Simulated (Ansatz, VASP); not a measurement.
Two plane-wave programs on Cu

The input INCAR:

```
PREC = Accurate ; ENCUT = 600
EDIFF = 1E-6 ; ISMEAR = 0
SIGMA = 0.1 ; LREAL = F
LASPH = T ; NELM = 80
ALGO = Fast ; ISIF = 3
LWAVE = F ; LCHARG = F
GGA = PS ; IBRION = 2
NSW = 80 ; EDIFFG = -0.01
```

File KPOINTS:

```
Automatic mesh
0
Gamma
  8 8 8
```

Contents of POSCAR:

```
Cu
1.0
   -1.4427933200      1.4427933200      1.3760814500
    1.4427933200     -1.4427933200      1.3760814500
    1.4427933200      1.4427933200     -1.3760814500
Cu
1
Direct
    0.0000000000      0.0000000000      0.0000000000
```

Input for Ansatz:

```yaml
crystal:
  lattice:
    - [-1.44279332, 1.44279332, 1.37608145]
    - [1.44279332, -1.44279332, 1.37608145]
    - [1.44279332, 1.44279332, -1.37608145]
  atoms:
    - { symbol: Cu, position: [0.0, 0.0, 0.0] }
basis:
  ecutwfc: 420
kpoints:
  mp_grid: { grid: [8, 8, 8] }
hamiltonian:
  xc: pbesol
scf:
  occupations: { method: gaussian, width: 0.1 }
output:
  forces: true
  stress: true
  eigenvalues: true
relax:
  adjacent_minimum: "off"
  f_tol: 0.01
  max_steps: 60
  cell: { stress_tol: 0.05 }
```

Alike in both runs: task relaxation of cell and atoms; functional PBEsol; k mesh 8 × 8 × 8; occupations gaussian, width 0.1 eV; no spin polarisation.

|  | VASP | Ansatz |
| --- | --- | --- |
| version | VASP 6.6.1 | Ansatz 0.2.0 |
| potentials or method | VASP PAW PBE potentials, release 64 (Cu), cutoff 600 eV | scalar-relativistic, plane waves, PAW |
| valence electrons in the cell | 11 | 19 |

VASP gave:

```
gap on the k mesh at the Fermi level, each at its own relaxed structure (eV) : none
relaxed volume (Å³/atom)                                                     : 11.44
relaxed cell length with the largest relative difference (Å)                 : 2.459
```

Question: Estimate Ansatz's values.

Answer: gap on the k mesh at the Fermi level, each at its own relaxed structure (eV): none; relaxed volume (Å³/atom): 11.36; relaxed cell length with the largest relative difference (Å): 2.453.

VASP's potentials were made for PBE, not for PBEsol. A gap of «none» marks a metal or a gap that the smearing closes. VASP's potentials hold 11 valence electrons a cell and Ansatz's 19, so a difference there can come from the potentials and not from the codes.

The k mesh is coarse, so the values compare programs but aren't converged.
